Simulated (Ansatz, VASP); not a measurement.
# One calculation of BH12C3N, two programs

```
B H C N
1.0
     4.52423    2.61207    1.93769
    -4.52423    2.61207    1.93769
     0.00000   -5.22413    1.93769
B H C N
1 12 3 1
Direct
  0.92155 0.92155 0.92155
  0.27706 0.54361 0.27706
  0.27706 0.27706 0.54361
  0.54361 0.27706 0.27706
  0.39852 0.86225 0.59593
  0.59593 0.39852 0.86225
  0.86225 0.59593 0.39852
  0.59593 0.86225 0.39852
  0.86225 0.39852 0.59593
  0.39852 0.59593 0.86225
  0.05743 0.05743 0.83365
  0.83365 0.05743 0.05743
  0.05743 0.83365 0.05743
  0.46552 0.73297 0.46552
  0.46552 0.46552 0.73297
  0.73297 0.46552 0.46552
  0.64321 0.64321 0.64321
```

Alike in both runs: functional PBE; dispersion D3(BJ); k mesh 6 × 6 × 6; occupations gaussian, width 0.1 eV; no spin polarisation.

Ansatz relaxed the structure, and its values are those at the end. VASP's run is a single point on that final structure, the one shown.

```csv
,VASP,Ansatz
version,VASP 6.6.1,Ansatz 0.2.0
potentials or method,"VASP PAW PBE potentials, release 64 (B, H, C, N), cutoff 520 eV","scalar-relativistic, plane waves, PAW"
valence electrons in the cell,32,32
```

Ansatz gave:

| Item | Value |
| --- | --- |
| gap on the k mesh at the Fermi level (eV) | 6.34 |
| least direct gap on the mesh (eV) | 6.44 |
| pressure (GPa) | -0.2 |
| rms of the force components (eV/Å) | 0.004 |

Q: What did VASP give for the same quantities?

A: gap on the k mesh at the Fermi level (eV): 6.35; least direct gap on the mesh (eV): 6.45; pressure (GPa): -0.3; rms of the force components (eV/Å): 0.013.
